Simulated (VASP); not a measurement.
Input of a VASP 6.6.1 run:

INCAR

```
PREC = Accurate
ENCUT = 520
EDIFF = 1E-7
ISMEAR = 0
SIGMA = 0.2
LREAL = F
LASPH = T
NELM = 100
ALGO = Normal
ISIF = 2
LWAVE = F
LCHARG = T
GGA = PE
LELF = T
LVHAR = T
NBANDS = 26
```

File KPOINTS:

```
regular mesh
0
Gamma
  6 6 6
```

POSCAR

```
TiOs3
1.0
    3.9388942617      0.0000000000      0.0000000000
    0.0000000000      3.9388942617      0.0000000000
    0.0000000000      0.0000000000      3.9388942617
Ti Os
1 3
Direct
    0.0000000000      0.0000000000      0.0000000000
    0.5000000000      0.5000000000      0.0000000000
    0.5000000000      0.0000000000      0.5000000000
    0.0000000000      0.5000000000      0.5000000000
```

Potentials or basis: VASP PAW PBE potentials, release 64 (Ti_sv, Os).

The run is started by

```console
$ cat potpaw_PBE.64/Ti_sv/POTCAR potpaw_PBE.64/Os/POTCAR > POTCAR
$ mpirun -np 1 vasp_std > vasp.out
```

Q: Predict the pressure.

A: -12.3 GPa.

Q: Estimate the band gap on the k mesh.

A: Zero (band 18 reaches 10.98 eV, above the bottom of band 19 at 7.35 eV).

Caveat: spin-orbit coupling is left out, which moves the levels of the heavy elements.
